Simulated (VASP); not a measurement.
Write the native input for VASP 6.6.1 that does the following.

```
Task                   : relaxation of cell and atoms
Functional             : PBE
Potentials or basis    : VASP PAW PBE potentials, release 64 (Cd, Ge_d, S)
Cutoff                 : 600 eV
k mesh                 : 8 × 8 × 8
Occupations            : gaussian, width 0.1 eV
Spin                   : no spin polarisation
Dipole correction      : no
Further INCAR settings : ALGO = Normal; EDIFF = 1e-06; IBRION = 2; EDIFFG = -0.01; NSW = 100; ISIF = 3
```

The structure of CdGeS3 lies in POSCAR:

```
CdGeS3
1.0
    4.8146489900      0.0000000000      0.0000000000
    0.0000000000      4.8146489900      0.0000000000
    0.0000000000      0.0000000000      4.8146489900
Cd Ge S
1 1 3
Direct
    0.0000000000      0.0000000000      0.0000000000
    0.5000000000      0.5000000000      0.5000000000
    0.0000000000      0.5000000000      0.5000000000
    0.5000000000      0.0000000000      0.5000000000
    0.5000000000      0.5000000000      0.0000000000
```

One way to write it, as run:

INCAR

```
PREC = Accurate
ENCUT = 600
EDIFF = 1E-6
ISMEAR = 0
SIGMA = 0.1
LREAL = F
LASPH = T
NELM = 100
ALGO = Normal
ISIF = 3
LWAVE = F
LCHARG = F
GGA = PE
IBRION = 2
NSW = 100
EDIFFG = -0.01
```

KPOINTS

```
Automatic mesh
0
Gamma
  8 8 8
```

Potentials or basis: VASP PAW PBE potentials, release 64 (Cd, Ge_d, S).

Run with:

```sh
$ cat potpaw_PBE.64/Cd/POTCAR potpaw_PBE.64/Ge_d/POTCAR potpaw_PBE.64/S/POTCAR > POTCAR
$ mpirun -np 1 vasp_std > vasp.out
```

It gave:

```
Relaxed volume                         : 21.28 Å³/atom
Relaxed cell                           : a = 4.739 Å, b = 4.739 Å, c = 4.739 Å, α = 90.00°, β = 90.00°, γ = 90.00°
Space group after relaxing (to 0.05 Å) : Pm-3m (No. 221)
Energy gained by relaxing              : 8.4 meV/atom
Ionic steps                            : 3
Pressure after relaxing                : 0.0 GPa
Band gap on the k mesh                 : zero (band 22 reaches 4.08 eV, above the bottom of band 23 at 2.70 eV)
```

It took 99 s on 1 thread of Intel(R) Xeon(R) 6975P-C (Granite Rapids), on a shared host, peak memory 0.32 GiB.
